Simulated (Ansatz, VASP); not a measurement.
**GaN: VASP beside Ansatz**

File INCAR:

```
SYSTEM = GaN
PREC = Accurate ; ENCUT = 600
EDIFF = 1E-6 ; ISMEAR = 0
SIGMA = 0.01 ; LREAL = .FALSE.
LASPH = .TRUE. ; NELM = 120
ALGO = Normal ; ISIF = 2
LWAVE = .FALSE. ; LCHARG = .FALSE.
GGA = PE ; NBANDS = 16
GGA_COMPAT = .FALSE.
```

File KPOINTS:

```
Automatic mesh
0
G
  5 5 5
  0 0 0
```

File POSCAR:

```
GaN
1.0
    0.0000000000      2.2535000000      2.2535000000
    2.2535000000      0.0000000000      2.2535000000
    2.2535000000      2.2535000000      0.0000000000
Ga N
1 1
Direct
   -0.0001431887      0.0010796221      0.0017583872
    0.7507127555      0.7446259196      0.7412471933
```

Input for Ansatz:

```yaml
crystal:
  lattice:
    - [0.0, 2.2535, 2.2535]
    - [2.2535, 0.0, 2.2535]
    - [2.2535, 2.2535, 0.0]
  atoms:
    - { symbol: Ga, position: [-0.00014318865940601773, 0.0010796220536932822, 0.001758387176517848] }
    - { symbol: "N", position: [0.7507127555394423, 0.7446259195825022, 0.7412471933113353] }
basis:
  ecutwfc: 557.833418042754
kpoints:
  mp_grid:
    grid: [5, 5, 5]
hamiltonian:
  xc: pbe
  pseudopotentials:
    kind: paw
scf:
  occupations:
    method: fixed
output:
  forces: true
```

Alike in both runs: task single point; functional PBE; k mesh 5 × 5 × 5; no spin polarisation.

|  | VASP | Ansatz |
| --- | --- | --- |
| version | VASP 6.6.1 | Ansatz 0.2.0 |
| potentials or method | VASP PAW PBE potentials, release 64 (Ga_d, N), cutoff 600 eV | plane waves, PAW |
| occupations | gaussian, width 0.01 eV | fixed |
| valence electrons in the cell | 18 | 18 |

```csv
,VASP,Ansatz,Ansatz less VASP
rms of the force components (eV/Å),0.304,0.309,+0.0046
```

Atom by atom the forces differ by 0.005 eV/Å (rms over components).

The k mesh is coarse, so the values compare programs but aren't converged.
